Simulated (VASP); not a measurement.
Here is a VASP 6.6.1 calculation.

Contents of POSCAR:

```
Si
1.0
   -3.3254442900      3.3254442900      1.9223856600
    3.3254442900     -3.3254442900      1.9223856600
    3.3254442900      3.3254442900     -1.9223856600
Si
4
Direct
    0.0227449646      0.0227449646      0.3576021200
    0.8211989400      0.8211989400      0.6423978800
    0.1788010600      0.8211989400      0.0000000000
    0.8211989400      0.1788010600      0.0000000000
```

The input INCAR.step1:

```
SYSTEM = Si
PREC = Accurate
ENCUT = 520
ISMEAR = 0
SIGMA = 0.03
LREAL = .False.
LASPH = .True.
NELM = 80
NBANDS = 16
GGA = PE
ALGO = Normal
EDIFF = 1E-4
LWAVE = .True.
LCHARG = .False.
```

The input INCAR.step2:

```
SYSTEM = Si
PREC = Accurate
ENCUT = 520
EDIFF = 1E-6
ISMEAR = 0
SIGMA = 0.03
LREAL = .False.
LASPH = .True.
NELM = 80
ALGO = Normal
ISIF = 2
LWAVE = .False.
LCHARG = .True.
METAGGA = R2SCAN
LMIXTAU = .True.
LELF = .True.
LVHAR = .True.
NBANDS = 16
ISTART = 1
```

The input KPOINTS:

```
regular mesh
0
Gamma
  10 10 10
  0 0 0
```

Potentials or basis: VASP PAW PBE potentials, release 64 (Si).

Run with:

```sh
$ cat potpaw_PBE.64/Si/POTCAR > POTCAR
$ cp INCAR.step1 INCAR
$ mpirun -np 1 vasp_std > vasp.out
$ cp INCAR.step2 INCAR
$ mpirun -np 1 vasp_std > vasp.out
```

Problem. Estimate the band gap on the k mesh.

Solution. 0.05 eV (least direct gap 0.21 eV).

Problem. Estimate the pressure.

Solution. 7.7 GPa.

Problem. Estimate the largest force.

Solution. 11.425 eV/Å.

Forces on the atoms (eV/Å):
```
Si  -4.941 -4.941  9.040
Si   4.602  4.602 -8.036
Si   0.386 -0.047 -0.502
Si  -0.047  0.386 -0.502
```

Caveat: the cell differs from its parent crystal (atom 1 (Si) moved by (+0.000, -0.600) A along [1 1 0] and z); the cell stands under pressure; the PAW data sets were made with another functional, which shifts forces and pressure a little. A k mesh can miss the band edges.
